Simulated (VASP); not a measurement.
# CdS (I-4m2) in VASP: notebook

Runs on CdS. Level: r2SCAN. Tasks: single point.

Everything below comes from runs of VASP 6.6.1. Logs are shortened: lines on timing, memory, paths and dates and some standing lists are left out, and cuts for length are marked.

### Step 1. The cell of the first run

Symmetry: I-4m2, No. 119, tetragonal system. Conventional cell: a = 4.115 Å, b = 4.115 Å, c = 5.907 Å, α = 90.00°, β = 90.00°, γ = 90.00°. Within 3.3 Å of Cd (site symmetry -4m2) lie 4 S at 2.53 Å. Within 3.3 Å of S (site symmetry -4m2) lie 4 Cd at 2.53 Å.

### Step 2. Single point, r2SCAN (strain +0.0150 x Voigt [0, 1, 0, 0, 0, 0])

File POSCAR:

```
CdS
1.0
    0.0000000000      2.9536500000      2.9100000000
    2.9100000000      0.0000000000      2.9100000000
    2.9100000000      2.9536500000      0.0000000000
Cd S
1 1
Direct
    0.0000000000      0.0000000000      0.0000000000
    0.7500000000      0.7500000000      0.7500000000
```

File INCAR.step1:

```
SYSTEM = CdS
  PREC = Accurate
  ENCUT = 520
  ISMEAR = 0
  SIGMA = 0.05
  LREAL = .False.
  LASPH = .True.
  NELM = 100
  NBANDS = 16
  GGA = PE
  ALGO = Normal
  EDIFF = 1E-4
  LWAVE = .True.
  LCHARG = .False.
```

File INCAR.step2:

```
SYSTEM = CdS
  PREC = Accurate
  ENCUT = 520
  EDIFF = 1E-7
  ISMEAR = 0
  SIGMA = 0.05
  LREAL = .False.
  LASPH = .True.
  NELM = 100
  ALGO = Normal
  ISIF = 2
  LWAVE = .False.
  LCHARG = .False.
  METAGGA = R2SCAN
  LMIXTAU = .True.
  NBANDS = 16
  ISTART = 1
```

File KPOINTS:

```
Automatic mesh
0
Gamma
  8 8 8
  0 0 0
```

Potentials or basis: VASP PAW PBE potentials, release 64 (Cd, S).

On the command line:

```
$ cat potpaw_PBE.64/Cd/POTCAR potpaw_PBE.64/S/POTCAR > POTCAR
$ cp INCAR.step1 INCAR
$ mpirun -np 1 vasp_std > vasp.out
$ cp INCAR.step2 INCAR
$ mpirun -np 1 vasp_std > vasp.out
```

OUTCAR:

```text
SYSTEM = CdS
   PREC = Accurate
   ENCUT = 520
   EDIFF = 1E-7
   ISMEAR = 0
   LREAL = .False.
   LASPH = .True.
   NELM = 100
   ISIF = 2
   METAGGA = R2SCAN
   ISTART = 1

 ion  position               nearest neighbor table
   1  0.000  0.000  0.000-   2 2.53   2 2.53   2 2.53   2 2.53
   2  0.750  0.750  0.750-   1 2.53   1 2.53   1 2.53   1 2.53

  LATTYP: Found a body centered tetragonal cell.
 ALAT       =     4.1153614665
 C/A-ratio  =     1.4354267658

  Lattice vectors:

 A1 = (   0.0000000000,  -2.9536500000,   2.9100000000)
 A2 = (   0.0000000000,  -2.9536500000,  -2.9100000000)
 A3 = (   2.9100000000,   2.9536500000,   0.0000000000)

Analysis of symmetry for initial positions (statically):
=====================================================================
 Subroutine PRICEL returns:
 Original cell was already a primitive cell.

 Routine SETGRP: Setting up the symmetry group for a
 body centered tetragonal supercell.

 Subroutine GETGRP returns: Found  8 space group operations
 (whereof  8 operations were pure point group operations)
 out of a pool of 16 trial point group operations.

The static configuration has the point symmetry D_2d.

Analysis of symmetry for dynamics (positions and initial velocities):
=====================================================================
 Subroutine PRICEL returns:
 Original cell was already a primitive cell.

 Routine SETGRP: Setting up the symmetry group for a
 body centered tetragonal supercell.

 Subroutine GETGRP returns: Found  8 space group operations
 (whereof  8 operations were pure point group operations)
 out of a pool of 16 trial point group operations.

The dynamic configuration has the point symmetry D_2d.

 Subroutine INISYM returns: Found  8 space group operations
 (whereof  8 operations are pure point group operations),
 and found     1 'primitive' translations

----------------------------------------------------------------------------------------

                                     Primitive cell

  volume of cell :      50.0236

  direct lattice vectors                    reciprocal lattice vectors
     0.000000000  2.953650000  2.910000000    -0.171821306  0.169282075  0.171821306
     2.910000000  0.000000000  2.910000000     0.171821306 -0.169282075  0.171821306
     2.910000000  2.953650000  0.000000000     0.171821306  0.169282075 -0.171821306

  length of vectors
     4.146341559  4.115361467  4.146341559     0.296144463  0.296144463  0.296144463

  position of ions in fractional coordinates (direct lattice)
     0.000000000  0.000000000  0.000000000
[... 75 lines left out ...]
   LASPH  =      T    aspherical Exc in radial PAW
   ENCUT  =  520.0 eV  38.22 Ry    6.18 a.u.   7.71  7.65  7.71*2*pi/ulx,y,z
   NELM   =    100;   NELMIN=  2; NELMDL=  0     # of ELM steps
   EDIFF  = 0.1E-06   stopping-criterion for ELM
   LREAL  =      F    real-space projection
   EDIFFG = 0.1E-05   stopping-criterion for IOM
   NSW    =      0    number of steps for IOM
   IBRION =     -1    ionic relax: 0-MD 1-quasi-New 2-CG
   NFREE  =      0    steps in history (QN), initial steepest desc. (CG)
   ISIF   =      2    stress and relaxation
   ISYM   =      2    0-nonsym 1-usesym 2-fastsym
   POTIM  = 0.5000    time-step for ionic-motion
   TEBEG  =    0.0;   TEEND  =   0.0 temperature during run
   PSTRESS=    0.0 pullay stress
   NELECT =      18.0000    total number of electrons
   NUPDOWN=      -1.0000    fix difference up-down
   EMIN   =  10.00;   EMAX   =-10.00  energy-range for DOS
   EFERMI =   0.00;   METHOD = LEGACY
   ISMEAR =     0;   SIGMA  =   0.05  broadening in eV -4-tet -1-fermi 0-gaus
   EFERMI_NEDOS =   21; number of points for ismear=-14 and -15
   IALGO  =     38    algorithm
   IMIX   =      4    mixing-type and parameters
     AMIX     =   0.40;   BMIX     =  1.00
     AMIX_MAG =   1.60;   BMIX_MAG =  1.00
  volume/ion in A,a.u.               =      25.01       168.79
  Fermi-wavevector in a.u.,A,eV,Ry     =   1.164414  2.200423 18.447587  1.355859
  Thomas-Fermi vector in A             =   2.300952
   LORBIT       =      0    0 simple, 1 ext, 2 COOP (PROOUT), +10 PAW based schemes
   METAGGA = R2SCAN    functional components
   LHFCALC =     F    Hartree Fock is set to
   AEXX    =    0.0000 exact exchange contribution
   IVDW    =     0    specifies the selected vdW correction
   LEPSILON=     F    determine dielectric tensor
   LRPA    =     F    only Hartree local field effects (RPA)
 non-spin polarized calculation
 Gauss-broadening in eV      SIGMA  =   0.05
  energy-cutoff  :      520.00
  volume of cell :       50.02
 maximum number of plane-waves:      1379
   NGX = 15   NGY = 15   NGZ = 15

 number of electron      18.0000005 magnetization

 Free energy of the ion-electron system (eV)
  ---------------------------------------------------
  ext. energy  EPLUGINS =         0.00000000
  ---------------------------------------------------
  free energy    TOTEN  =       -29.68182643 eV

  energy without entropy =      -29.68182643  energy(sigma->0) =      -29.68182643

 E-fermi :   1.2517     XC(G=0):  -9.6936

 val. band max:        0.9952225596   @ k =   0.0000   0.0000   0.0000
 cond. band min:       2.5530110781   @ k =   0.0000   0.0000   0.0000
 fundamental gap:      1.5577885185
 Fermi energy:         1.2517441554

 k-point     1 :       0.0000    0.0000    0.0000
  band No.  band energies     occupation
      1     -11.8442      2.00000
      2      -6.9641      2.00000
      3      -6.9548      2.00000
      4      -6.9548      2.00000
      5      -6.4585      2.00000
      6      -6.4535      2.00000
[... 433 lines left out ...]
      3      -6.8085      2.00000
      4      -6.5266      2.00000
      5      -6.4180      2.00000
      6      -6.3804      2.00000
[... 8 lines left out ...]
     15      13.5352      0.00000
     16      13.6033      0.00000

 [... further k-points ...]
[... 5 lines left out ...]
  --------------------------------------------------------------------------------------
  -------------------------------------------------------------------------------------
  Total        0.4153004      0.3323637      0.4153004      0.0000000      0.0000000      0.0000000
  in kB       13.3014164     10.6450864     13.3014164      0.0000000      0.0000000      0.0000000
  external PRESSURE =      12.4159730 kB  Pullay stress =       0.0000000 kB

 VOLUME and BASIS-vectors are now :
 -----------------------------------------------------------------------------
  energy-cutoff  :      520.00
  volume of cell :       50.02
      direct lattice vectors                 reciprocal lattice vectors
     0.000000000  2.953650000  2.910000000    -0.171821306  0.169282075  0.171821306
     2.910000000  0.000000000  2.910000000     0.171821306 -0.169282075  0.171821306
     2.910000000  2.953650000  0.000000000     0.171821306  0.169282075 -0.171821306

 POSITION                                       TOTAL-FORCE (eV/Angst)
 -----------------------------------------------------------------------------------
      0.00000      0.00000      0.00000         0.000000      0.000000      0.000000
      4.36500      4.43048      4.36500         0.000000      0.000000      0.000000
 -----------------------------------------------------------------------------------
    total drift:                                0.000004      0.000007      0.000004

  FREE ENERGIE OF THE ION-ELECTRON SYSTEM (eV)
  ---------------------------------------------------
  free  energy   TOTEN  =       -29.6818264271 eV

  energy  without entropy=      -29.6818264271  energy(sigma->0) =      -29.68182643
```

OUTCAR.step1:

```text
SYSTEM = CdS
   PREC = Accurate
   ENCUT = 520
   ISMEAR = 0
   LREAL = .False.
   LASPH = .True.
[... 678 lines left out ...]
      0.00000      0.00000      0.00000         0.000000      0.000000      0.000000
      4.36500      4.43048      4.36500        -0.000000     -0.000000     -0.000000
 -----------------------------------------------------------------------------------
    total drift:                                0.000001      0.000000      0.000001

  FREE ENERGIE OF THE ION-ELECTRON SYSTEM (eV)
  ---------------------------------------------------
  free  energy   TOTEN  =        -6.1284199581 eV

  energy  without entropy=       -6.1284199581  energy(sigma->0) =       -6.12841996
```

OSZICAR.step1:

```text
N       E                     dE             d eps       ncg     rms          rms(c)
DAV:   1     0.108700247569E+03    0.10870E+03   -0.90321E+03  1928   0.103E+03
DAV:   2    -0.233304481581E+01   -0.11103E+03   -0.10434E+03  2272   0.252E+02
DAV:   3    -0.664682668579E+01   -0.43138E+01   -0.43055E+01  2424   0.518E+01
DAV:   4    -0.667360295322E+01   -0.26776E-01   -0.26774E-01  2312   0.400E+00
DAV:   5    -0.667396465602E+01   -0.36170E-03   -0.36170E-03  2424   0.443E-01    0.798E+00
DAV:   6    -0.614707077566E+01    0.52689E+00   -0.84145E-01  2816   0.115E+01    0.642E+00
DAV:   7    -0.612800320244E+01    0.19068E-01   -0.19629E-01  2352   0.303E+00    0.313E+00
DAV:   8    -0.612828655141E+01   -0.28335E-03   -0.17844E-02  2288   0.169E+00    0.303E-01
DAV:   9    -0.612821319774E+01    0.73354E-04   -0.20832E-03  2320   0.672E-01    0.582E-02
DAV:  10    -0.612833693723E+01   -0.12374E-03   -0.24504E-04  2384   0.159E-01    0.672E-02
DAV:  11    -0.612841995807E+01   -0.83021E-04   -0.13105E-04  2064   0.913E-02
   1 F= -.61284200E+01 E0= -.61284200E+01  d E =-.875393E-18
```

It took 63 s on 1 thread of Intel Xeon 6975P-C (Granite Rapids), shared host; peak memory 0.2 GiB.

Results:

- Free energy: -29.6818 eV
- Pressure: 1.2 GPa
- Band gap on the k mesh: 1.56 eV, direct

Caveat: the cell differs from its parent crystal (strain +0.0150 x Voigt [0, 1, 0, 0, 0, 0]); the PAW data sets were made with another functional, which shifts forces and pressure a little.

### Step 3. Single point, r2SCAN (strain +0.0300 x Voigt [0, 1, 0, 0, 0, 0])

File POSCAR:

```
CdS
1.0
    0.0000000000      2.9973000000      2.9100000000
    2.9100000000      0.0000000000      2.9100000000
    2.9100000000      2.9973000000      0.0000000000
Cd S
1 1
Direct
    0.0000000000      0.0000000000      0.0000000000
    0.7500000000      0.7500000000      0.7500000000
```

File INCAR.step1:

```
  PREC = Accurate
  ENCUT = 520
  ISMEAR = 0
  SIGMA = 0.05
  LREAL = F
  LASPH = T
  NELM = 80
  NBANDS = 16
  GGA = PE
  ALGO = Normal
  EDIFF = 1E-4
  LWAVE = T
  LCHARG = F
```

File INCAR.step2:

```
  PREC = Accurate
  ENCUT = 520
  EDIFF = 1E-7
  ISMEAR = 0
  SIGMA = 0.05
  LREAL = F
  LASPH = T
  NELM = 80
  ALGO = Normal
  ISIF = 2
  LWAVE = F
  LCHARG = F
  METAGGA = R2SCAN
  LMIXTAU = T
  NBANDS = 16
  ISTART = 1
```

File KPOINTS:

```
regular mesh
0
Gamma
  8 8 8
```

Potentials or basis: VASP PAW PBE potentials, release 64 (Cd, S).

On the command line:

```
$ cat potpaw_PBE.64/Cd/POTCAR potpaw_PBE.64/S/POTCAR > POTCAR
$ cp INCAR.step1 INCAR
$ mpirun -np 1 vasp_std > vasp.out
$ cp INCAR.step2 INCAR
$ mpirun -np 1 vasp_std > vasp.out
```

Wall time 63 s (1 thread of Intel Xeon 6975P-C (Granite Rapids), shared host); peak memory 0.21 GiB.

It converged, with:

```
Free energy            : -29.6841 eV
Pressure               : 0.3 GPa
Band gap on the k mesh : 1.51 eV, direct
```

Stress tensor (GPa, compression positive):
```
 0.48  0.00  0.00
 0.00 -0.10  0.00
 0.00  0.00  0.48
```

Levels at points of the mesh, in eV from the valence-band top:
```tsv
k point	band 5	band 6	band 7	band 8	band 9	band 10	band 11	band 12	band 13	band 14
(0.00, 0.00, 0.00)	-7.44	-7.43	-0.09	0.00	0.00	1.51	7.05	7.05	7.05	11.65
(0.50, 0.00, 0.00)	-7.40	-7.07	-4.35	-0.82	-0.70	3.40	7.34	7.57	7.80	11.45
(0.50, 0.50, 0.00)	-7.35	-6.99	-3.85	-1.94	-1.89	3.81	4.61	9.76	11.15	11.51
(0.50, 0.00, 0.50)	-7.36	-7.05	-4.02	-1.79	-1.79	3.93	4.87	9.45	11.43	11.43
```

Caveat: the cell differs from its parent crystal (strain +0.0300 x Voigt [0, 1, 0, 0, 0, 0]); the PAW data sets were made with another functional, which shifts forces and pressure a little.

(Continued in part 2 of 2.)
